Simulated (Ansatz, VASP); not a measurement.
## One calculation of CuO, two programs

INCAR

```
SYSTEM = CuO
PREC = Accurate
ENCUT = 520
EDIFF = 1E-6
ISMEAR = -1
SIGMA = 0.05
LREAL = .FALSE.
LASPH = .TRUE.
NELM = 80
ALGO = Normal
ISIF = 2
LWAVE = .FALSE.
LCHARG = .FALSE.
GGA = RP
NBANDS = 16
```

The input KPOINTS:

```
Automatic mesh
0
G
  11 11 11
  0 0 0
```

The input POSCAR:

```
CuO
1.0
    0.0000000000      2.0879543312      2.0879543312
    2.0879543312      0.0000000000      2.0879543312
    2.0879543312      2.0879543312      0.0000000000
Cu O
1 1
Direct
    0.0294977200      0.0281008700      0.9080259900
    0.4705022800      0.4718991300      0.5919740100
```

The input input.yaml:

```yaml
crystal:
  lattice:
    - [0.0, 2.0879543312, 2.0879543312]
    - [2.0879543312, 0.0, 2.0879543312]
    - [2.0879543312, 2.0879543312, 0.0]
  atoms:
    - { symbol: Cu, position: [0.02949772, 0.02810087, 0.90802599] }
    - { symbol: O, position: [0.47050228, 0.47189913, 0.59197401] }
hamiltonian:
  xc: rpbe
  pseudopotentials: { kind: paw }
kpoints:
  mp_grid: { grid: [11, 11, 11] }
scf:
  occupations: { method: fermi_dirac, width: 0.05 }
output:
  forces: true
  stress: true
  eigenvalues: true
  write_density: true
  write_potential: true
  elf: true
  volumetric_format: npy
```

Alike in both runs: task single point; functional RPBE; k mesh 11 × 11 × 11; occupations fermi-dirac, width 0.05 eV; no spin polarisation.

|  | VASP | Ansatz |
| --- | --- | --- |
| version | VASP 6.6.1 | Ansatz 0.2.0 |
| potentials or method | VASP PAW PBE potentials, release 64 (Cu, O) | Ansatz PAW |
| plane-wave cutoff (eV) | 520 | 420 |
| valence electrons in the cell | 17 | 25 |

|  | VASP | Ansatz | Ansatz less VASP |
| --- | --- | --- | --- |
| gap on the k mesh at the Fermi level (eV) | none | none | - |
| rms of the force components (eV/Å) | 0.840 | 0.782 | -0.0579 |

VASP's potentials were made for PBE, not for RPBE. Atom by atom the forces differ by 0.058 eV/Å (rms over components). A gap of «none» marks a metal or a gap that the smearing closes. VASP's potentials hold 17 valence electrons a cell and Ansatz's 25, so a difference there can come from the potentials and not from the codes.
